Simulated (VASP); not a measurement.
Runs of VASP 6.6.1 on Ag. The structure is that of space group Fm-3m (No. 225), or close to it. The cells are those of the table. 

```tsv
task	cell	gap on the mesh (eV)	pressure (GPa)
relaxation of cell and atoms	relaxed to 30 GPa from a = 2.892 Å, angles 60.0°, 1 atom	none	30.0
single point	a = 2.851 Å, angles 60.0°, 1 atom	none	9.8
single point	a = 2.753 Å, angles 60.0°, 1 atom	none	(a)
relaxation of cell and atoms	relaxed to 10 GPa from a = 2.892 Å, angles 60.0°, 1 atom	none	10.0
relaxation of cell and atoms	relaxed from a = 2.892 Å, angles 60.0°, 1 atom	none	0.0
```

Alike in all rows: level PBE; potentials or basis VASP PAW PBE potentials, release 64 (Ag); no spin polarisation; k mesh 18 × 18 × 18; cutoff (eV) 500; smearing fermi-dirac 0.1 eV.

**Question.** Estimate the missing entries.

**Answer.** (a) 29.6.

Caveats: the cell is relaxed towards a set pressure, so the run minimises the enthalpy, not the energy (at least some runs); the cell stands under pressure (at least some runs).

A k mesh can miss the band edges, and the runs leave out spin-orbit coupling on Ag.

A gap of «none» marks levels without a gap at the run's occupations.
